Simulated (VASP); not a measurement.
# N (P6_3/mmc) in VASP: single point with PBE

Aim: the single point of N with PBE.

Program: VASP 6.6.1. These are calculated values, not measurements. Logs are shortened: lines on timing, memory, paths and dates and some standing lists are left out, and cuts for length are marked.

## Step 1: The cell of the first run

Symmetry: P6_3/mmc, No. 194, hexagonal system. The conventional cell has a = 3.180 Å, b = 3.180 Å, c = 5.166 Å, α = 90.00°, β = 90.00°, γ = 120.00°. Within 4.2 Å of N (site symmetry -6m2) lie 12 N at 3.17 to 3.18 Å.

## Step 2: Single point, PBE

INCAR

```
PREC = Accurate
ENCUT = 600
EDIFF = 1E-6
ISMEAR = 1
SIGMA = 0.02
LREAL = False
LASPH = True
NELM = 120
ALGO = Normal
ISIF = 2
LWAVE = False
LCHARG = False
GGA = PE
NBANDS = 12
GGA_COMPAT = False
```

KPOINTS

```
Automatic mesh
0
Gamma
  7 7 4
```

POSCAR

```
N
1.0
    3.1800000000      0.0000000000      0.0000000000
   -1.5900000000      2.7539607800      0.0000000000
    0.0000000000      0.0000000000      5.1660000000
N
2
Direct
    0.3333333333      0.6666666667      0.3750000000
    0.6666666667      0.3333333333      0.8750000000
```

Potentials or basis: VASP PAW PBE potentials, release 64 (N).

Launch:

```console
$ cat potpaw_PBE.64/N/POTCAR > POTCAR
$ mpirun -np 1 vasp_std > vasp.out
```

OUTCAR:

```text
PREC = Accurate
   ENCUT = 600
   EDIFF = 1E-6
   ISMEAR = 1
   LREAL = False
   LASPH = True
   NELM = 120
   ISIF = 2
   GGA = PE

 ion  position               nearest neighbor table
   1  0.333  0.667  0.375-
   2  0.667  0.333  0.875-

  LATTYP: Found a hexagonal cell.
 ALAT       =     3.1800000000
 C/A-ratio  =     1.6245283019

  Lattice vectors:

 A1 = (   3.1800000000,   0.0000000000,   0.0000000000)
 A2 = (  -1.5900000000,   2.7539607800,   0.0000000000)
 A3 = (   0.0000000000,   0.0000000000,   5.1660000000)

Analysis of symmetry for initial positions (statically):
=====================================================================
 Subroutine PRICEL returns:
 Original cell was already a primitive cell.

 Routine SETGRP: Setting up the symmetry group for a
 hexagonal supercell.

 Subroutine GETGRP returns: Found 24 space group operations
 (whereof  6 operations were pure point group operations)
 out of a pool of 24 trial point group operations.

The static configuration has the point symmetry C_3v.
 The point group associated with its full space group is D_6h.

Analysis of symmetry for dynamics (positions and initial velocities):
=====================================================================
 Subroutine PRICEL returns:
 Original cell was already a primitive cell.

 Routine SETGRP: Setting up the symmetry group for a
 hexagonal supercell.

 Subroutine GETGRP returns: Found 24 space group operations
 (whereof  6 operations were pure point group operations)
 out of a pool of 24 trial point group operations.

The dynamic configuration has the point symmetry C_3v.
 The point group associated with its full space group is D_6h.

 Subroutine INISYM returns: Found 24 space group operations
 (whereof  6 operations are pure point group operations),
 and found     1 'primitive' translations

----------------------------------------------------------------------------------------

                                     Primitive cell

  volume of cell :      45.2417

  direct lattice vectors                    reciprocal lattice vectors
     3.180000000  0.000000000  0.000000000     0.314465409  0.181556689  0.000000000
    -1.590000000  2.753960780  0.000000000     0.000000000  0.363113377  0.000000000
     0.000000000  0.000000000  5.166000000     0.000000000  0.000000000  0.193573364

  length of vectors
     3.180000000  3.179999997  5.166000000     0.363113377  0.363113377  0.193573364

  position of ions in fractional coordinates (direct lattice)
     0.333333333  0.666666667  0.375000000
     0.666666667  0.333333333  0.875000000

  ion indices of the primitive-cell ions
   primitive index   ion index
                 1           1
                 2           2

----------------------------------------------------------------------------------------

 KPOINTS: Automatic mesh

Automatic generation of k-mesh.
 Grid dimensions read from file:
 generate k-points for:    7    7    4

 Generating k-lattice:

  Cartesian coordinates                     Fractional coordinates (reciprocal lattice)
     0.044923630  0.025936670  0.000000000     0.142857143  0.000000000  0.000000000
     0.000000000  0.051873340  0.000000000     0.000000000  0.142857143  0.000000000
     0.000000000  0.000000000  0.048393341     0.000000000  0.000000000  0.250000000

  Length of vectors
     0.051873340  0.051873340  0.048393341

  Shift w.r.t. Gamma in fractional coordinates (k-lattice)
     0.000000000  0.000000000  0.000000000

 Subroutine IBZKPT returns following result:
 ===========================================

 Found     24 irreducible k-points:

 Following reciprocal coordinates:
            Coordinates               Weight
  0.000000  0.000000  0.000000      1.000000
  0.142857  0.000000  0.000000      6.000000
  0.285714 -0.000000  0.000000      6.000000
  0.428571 -0.000000  0.000000      6.000000
  0.142857  0.142857  0.000000      6.000000
  0.285714  0.142857  0.000000     12.000000
[... 16 lines left out ...]
  0.428571  0.142857  0.500000      6.000000
  0.285714  0.285714  0.500000      6.000000
   k-points           NKPTS =     24   k-points in BZ     NKDIM =     24   number of bands    NBANDS=     12
   number of dos      NEDOS =    301   number of ions     NIONS =      2
   total plane-waves  NPLWV =  32928
   dimension x,y,z NGX =    28 NGY =   28 NGZ =   42
   dimension x,y,z NGXF=    56 NGYF=   56 NGZF=   84
   ions per type =               2
   NGX,Y,Z   is equivalent  to a cutoff of  14.64, 14.64, 13.52 a.u.
   NGXF,Y,Z  is equivalent  to a cutoff of  29.28, 29.28, 27.03 a.u.
 SYSTEM =  unknown system
   PREC   = accura    normal or accurate (medium, high low for compatibility)
   ISTART =      0    job   : 0-new  1-cont  2-samecut
   ICHARG =      2    charge: 1-file 2-atom 10-const
   ISPIN  =      1    spin polarized calculation?
   LNONCOLLINEAR =      F non collinear calculations
   LSORBIT =      F    spin-orbit coupling
   LASPH  =      T    aspherical Exc in radial PAW
   ENCUT  =  600.0 eV  44.10 Ry    6.64 a.u.   6.35  6.35 10.32*2*pi/ulx,y,z
   NELM   =    120;   NELMIN=  2; NELMDL= -5     # of ELM steps
   EDIFF  = 0.1E-05   stopping-criterion for ELM
   LREAL  =      F    real-space projection
   EDIFFG = 0.1E-04   stopping-criterion for IOM
   NSW    =      0    number of steps for IOM
   IBRION =     -1    ionic relax: 0-MD 1-quasi-New 2-CG
   NFREE  =      0    steps in history (QN), initial steepest desc. (CG)
   ISIF   =      2    stress and relaxation
   ISYM   =      2    0-nonsym 1-usesym 2-fastsym
   POTIM  = 0.5000    time-step for ionic-motion
   TEBEG  =    0.0;   TEEND  =   0.0 temperature during run
   PSTRESS=    0.0 pullay stress
   NELECT =      10.0000    total number of electrons
   NUPDOWN=      -1.0000    fix difference up-down
   EMIN   =  10.00;   EMAX   =-10.00  energy-range for DOS
   EFERMI =   0.00;   METHOD = LEGACY
   ISMEAR =     1;   SIGMA  =   0.02  broadening in eV -4-tet -1-fermi 0-gaus
   EFERMI_NEDOS =   21; number of points for ismear=-14 and -15
   IALGO  =     38    algorithm
   IMIX   =      4    mixing-type and parameters
     AMIX     =   0.40;   BMIX     =  1.00
     AMIX_MAG =   1.60;   BMIX_MAG =  1.00
  volume/ion in A,a.u.               =      22.62       152.65
  Fermi-wavevector in a.u.,A,eV,Ry     =   0.989833  1.870512 13.330560  0.979769
  Thomas-Fermi vector in A             =   2.121460
   LORBIT       =      0    0 simple, 1 ext, 2 COOP (PROOUT), +10 PAW based schemes
   GGA     = PE    functional components
   LHFCALC =     F    Hartree Fock is set to
   AEXX    =    0.0000 exact exchange contribution
   IVDW    =     0    specifies the selected vdW correction
   LEPSILON=     F    determine dielectric tensor
   LRPA    =     F    only Hartree local field effects (RPA)
 non-spin polarized calculation
 Methfessel and Paxton  Order N= 1 SIGMA  =   0.02
  energy-cutoff  :      600.00
  volume of cell :       45.24
 maximum number of plane-waves:      1536
 NGX is ok and might be reduce to    28
   NGX = 13   NGY = 13   NGZ = 21

 number of electron      10.0000000 magnetization

 Free energy of the ion-electron system (eV)
  ---------------------------------------------------
  ext. energy  EPLUGINS =         0.00000000
  ---------------------------------------------------
  free energy    TOTEN  =        -3.37122767 eV

  energy without entropy =       -3.37018907  energy(sigma->0) =       -3.37088147

 E-fermi :  -3.5522     XC(G=0):  -7.4661

 val. band max:       -3.5571093939   @ k =   0.2857   0.1429   0.2500
 cond. band min:      -3.5480534894   @ k =   0.2857   0.1429   0.5000
 fundamental gap:      0.0090559045
 Fermi energy:        -3.5522281764

 k-point     1 :       0.0000    0.0000    0.0000
  band No.  band energies     occupation
      1     -16.1994      2.00000
      2     -15.3076      2.00000
      3      -5.3521      2.00000
      4      -2.9760      0.00000
      5      -2.9760      0.00000
      6      -2.7258      0.00000
      7      -2.7258      0.00000
      8      -2.7253      0.00000
      9       5.1246      0.00000
     10       9.0595      0.00000
     11      10.1997      0.00000
     12      16.5806      0.00000

 k-point     2 :       0.1429    0.0000    0.0000
  band No.  band energies     occupation
      1     -16.0679      2.00000
      2     -15.2430      2.00000
      3      -5.1785      2.00000
      4      -3.3934     -0.00000
      5      -3.1327      0.00000
      6      -3.0912      0.00000
      7      -2.7741      0.00000
      8      -2.7605      0.00000
      9       5.7105      0.00000
     10       9.5996      0.00000
     11      10.0969      0.00000
     12      13.9371      0.00000

 k-point     3 :       0.2857   -0.0000    0.0000
  band No.  band energies     occupation
      1     -15.7352      2.00000
      2     -15.1100      2.00000
      3      -4.7189      2.00000
      4      -4.3098      2.00000
      5      -3.8997      2.00000
      6      -3.3175     -0.00000
      7      -2.9426      0.00000
      8      -2.8609      0.00000
      9       7.0367      0.00000
     10       9.8479      0.00000
     11      10.6087      0.00000
     12      11.6187      0.00000
[... 286 lines left out ...]
 k-point    23 :       0.4286    0.1429    0.5000
  band No.  band energies     occupation
      1     -15.1612      2.00000
      2     -15.1612      2.00000
      3      -5.0383      2.00000
      4      -5.0383      2.00000
      5      -3.6645      2.00000
      6      -3.6645      2.00000
      7      -3.1170      0.00000
      8      -3.1170      0.00000
      9       9.0390      0.00000
     10       9.0390      0.00000
     11      11.0575      0.00000
     12      11.0575      0.00000

 k-point    24 :       0.2857    0.2857    0.5000
  band No.  band energies     occupation
      1     -15.1357      2.00000
      2     -15.1357      2.00000
      3      -4.8047      2.00000
      4      -4.8047      2.00000
      5      -4.0672      2.00000
      6      -4.0672      2.00000
      7      -3.0783      0.00000
      8      -3.0783      0.00000
      9       9.4403      0.00000
     10       9.4403      0.00000
     11      11.2814      0.00000
     12      11.2814      0.00000

------------------------ aborting loop because EDIFF is reached ----------------------------------------

  FORCE on cell =-STRESS in cart. coord.  units (eV):
  Direction    XX          YY          ZZ          XY          YZ          ZX
  --------------------------------------------------------------------------------------
  -------------------------------------------------------------------------------------
  Total       -4.4913212     -4.4913212     -4.4501414      0.0000000      0.0000000      0.0000000
  in kB     -159.0543036   -159.0543031   -157.5959732      0.0000000      0.0000000      0.0000000
  external PRESSURE =    -158.5681933 kB  Pullay stress =       0.0000000 kB

 VOLUME and BASIS-vectors are now :
 -----------------------------------------------------------------------------
  energy-cutoff  :      600.00
  volume of cell :       45.24
      direct lattice vectors                 reciprocal lattice vectors
     3.180000000  0.000000000  0.000000000     0.314465409  0.181556689  0.000000000
    -1.590000000  2.753960780  0.000000000     0.000000000  0.363113377  0.000000000
     0.000000000  0.000000000  5.166000000     0.000000000  0.000000000  0.193573364

 POSITION                                       TOTAL-FORCE (eV/Angst)
 -----------------------------------------------------------------------------------
     -0.00000      1.83597      1.93725         0.000000      0.000000      0.000000
      1.59000      0.91799      4.52025        -0.000000     -0.000000     -0.000000
 -----------------------------------------------------------------------------------
    total drift:                                0.000000     -0.000000      0.000000

  FREE ENERGIE OF THE ION-ELECTRON SYSTEM (eV)
  ---------------------------------------------------
  free  energy   TOTEN  =        -3.3712276698 eV

  energy  without entropy=       -3.3701890683  energy(sigma->0) =       -3.37088147
```

Wall time 21 s (1 thread of Intel Xeon 8259CL, shared host); peak memory 0.16 GiB.

Results:

| Item | Value |
| --- | --- |
| Free energy | -3.3712 eV |
| Pressure | -15.9 GPa |
| Band gap on the k mesh | zero (bands 5 and 6 overlap by 1.22 eV) |

Stress tensor (GPa, compression positive):
```
-15.91   0.00   0.00
  0.00 -15.91   0.00
  0.00   0.00 -15.76
```

Levels at points of the mesh, in eV from the Fermi level:
| k point | band 1 | band 2 | band 3 | band 4 | band 5 | band 6 | band 7 | band 8 | band 9 | band 10 |
| --- | --- | --- | --- | --- | --- | --- | --- | --- | --- | --- |
| (0.00, 0.00, 0.00) | -12.65 | -11.76 | -1.80 | 0.58 | 0.58 | 0.83 | 0.83 | 0.83 | 8.68 | 12.61 |
| (0.00, 0.00, 0.50) | -12.23 | -12.23 | -0.57 | -0.57 | 0.70 | 0.70 | 0.70 | 0.70 | 10.38 | 10.38 |

Caveat: the cell stands under tension.
